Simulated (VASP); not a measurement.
Here is a VASP 6.6.1 calculation.

The input INCAR:

```
PREC = Accurate
ENCUT = 560
EDIFF = 1E-6
ISMEAR = 0
SIGMA = 0.15
LREAL = F
LASPH = T
NELM = 120
ALGO = Normal
ISIF = 2
LWAVE = F
LCHARG = T
GGA = CA
LELF = T
LVHAR = T
NBANDS = 14
GGA_COMPAT = F
```

The input KPOINTS:

```
Automatic mesh
0
Gamma
  22 22 22
```

File POSCAR:

```
Ir
1.0
    0.0000000000      1.8569739365      2.0060889436
    1.8569739365      0.0000000000      2.0060889436
    1.8569739365      1.8569739365      0.0000000000
Ir
1
Direct
    0.0000000000      0.0000000000      0.0000000000
```

Potentials or basis: VASP PAW LDA potentials, release 64 (Ir_sv_GW).

Command:

```console
$ cat potpaw_LDA.64/Ir_sv_GW/POTCAR > POTCAR
$ mpirun -np 1 vasp_std > vasp.out
```

Problem. What does it give for the pressure?

Solution. 1.4 GPa.

Problem. Estimate the band gap on the k mesh.

Solution. Zero (an odd number of electrons rules out a gap without spin polarisation).

Stress tensor (GPa, compression positive):
```
 11.76   0.00   0.00
  0.00  11.76   0.00
  0.00   0.00 -19.38
```

Caveat: the stress differs along the axes, from -19 to 12 GPa; spin-orbit coupling is left out, which moves the levels of the heavy elements.
